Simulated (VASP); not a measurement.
Input of a VASP 6.6.1 run:

INCAR

```
PREC = Accurate
ENCUT = 520
EDIFF = 1E-6
ISMEAR = -1
SIGMA = 0.05
LREAL = False
LASPH = True
NELM = 150
ALGO = Normal
ISIF = 2
LWAVE = False
LCHARG = False
ISPIN = 2
MAGMOM = 1 0
LORBIT = 11
NUPDOWN = 1.0
GGA = PE
IVDW = 13
NBANDS = 20
```

KPOINTS

```
Automatic mesh
0
Gamma
  8 8 8
```

The input POSCAR:

```
CdSe
1.0
    0.0000000000      3.0496647307      3.0496647307
    3.0496647307      0.0000000000      3.0496647307
    3.0496647307      3.0496647307      0.0000000000
Cd Se
1 1
Direct
    0.0000000000      0.0000000000      0.0000000000
    0.2500000000      0.2500000000      0.2500000000
```

Potentials or basis: VASP PAW PBE potentials, release 64 (Cd, Se).

Run with:

```console
$ cat potpaw_PBE.64/Cd/POTCAR potpaw_PBE.64/Se/POTCAR > POTCAR
$ mpirun -np 1 vasp_std > vasp.out
```

(1) What does it give for the dispersion energy per atom?

(2) What does it give for the pressure?

Results:

(1) -0.320 eV.

(2) 4.6 GPa.

Caveat: the cell stands under pressure; the total moment is fixed, so each spin has its own Fermi level.
